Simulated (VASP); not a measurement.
Ge, 2 atoms in the cell. Symmetry: Fd-3m, No. 227, cubic system. Conventional cell: a = 4.416 Å, b = 4.416 Å, c = 4.416 Å, α = 90.00°, β = 90.00°, γ = 90.00°. Ge (site symmetry -43m) has 4 Ge at 1.91 Å within 2.5 Å. 

```yaml
Program: VASP 6.6.1
Task: single point
Functional: PBEsol
Potentials_or_basis: VASP PAW PBE potentials, release 64 (Ge_d)
Cutoff: 520 eV
k_mesh: 15 × 15 × 15
Occupations: fermi-dirac, width 0.05 eV
Spin: no spin polarisation
Dipole_correction: no
Further_INCAR_settings: ALGO = Normal; EDIFF = 1e-07; NBANDS = 21
```

Potentials or basis: VASP PAW PBE potentials, release 64 (Ge_d).

The run is started by

```bash
$ cat potpaw_PBE.64/Ge_d/POTCAR > POTCAR
$ mpirun -np 1 vasp_std > vasp.out
```

Hardware: 1 thread of AMD EPYC 9R45 96-Core Processor (Zen 5) (shared host).

Q: How long does it take, and how much memory?

A: Wall time 27 s on 1 thread of AMD EPYC 9R45 96-Core Processor (Zen 5), with other jobs on the host, peak memory 0.14 GiB. Counts: scf iterations 13, k points 120.
